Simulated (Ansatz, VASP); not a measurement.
# HfO2 in VASP and in Ansatz

```
CELL_PARAMETERS angstrom
0.00000 2.52916 2.52916
2.52916 0.00000 2.52916
2.52916 2.52916 0.00000
ATOMIC_POSITIONS crystal
Hf 0.00000 0.00000 0.00000
O 0.24012 0.25988 0.24012
O 0.74012 0.75988 0.74012
```

Change from the starting cell: all O atoms moved -0.050 Å, as atom 2 along Cartesian [0 1 0].

Alike in both runs: task single point; functional r2SCAN; k mesh 8 × 8 × 8; occupations gaussian, width 0.05 eV; no spin polarisation.

```csv
,VASP,Ansatz
version,VASP 6.6.1,Ansatz 0.2.0
potentials or method,"VASP PAW PBE potentials, release 64 (Hf_pv, O), cutoff 520 eV","scalar-relativistic, plane waves, PAW"
valence electrons in the cell,22,38
```

```tsv
	VASP	Ansatz	Ansatz less VASP
gap on the k mesh at the Fermi level (eV)	4.31	4.30	-0.010
least direct gap on the mesh (eV)	4.31	4.30	-0.010
pressure (GPa)	-3.6	0.3	+3.95
rms of the force components (eV/Å)	0.107	0.118	+0.0105
```

VASP's potentials were made for PBE, not for r2SCAN. Atom by atom the forces differ by 0.010 eV/Å (rms over components). VASP's potentials hold 22 valence electrons a cell and Ansatz's 38, so a difference there can come from the potentials and not from the codes.

Spin-orbit coupling is off throughout.
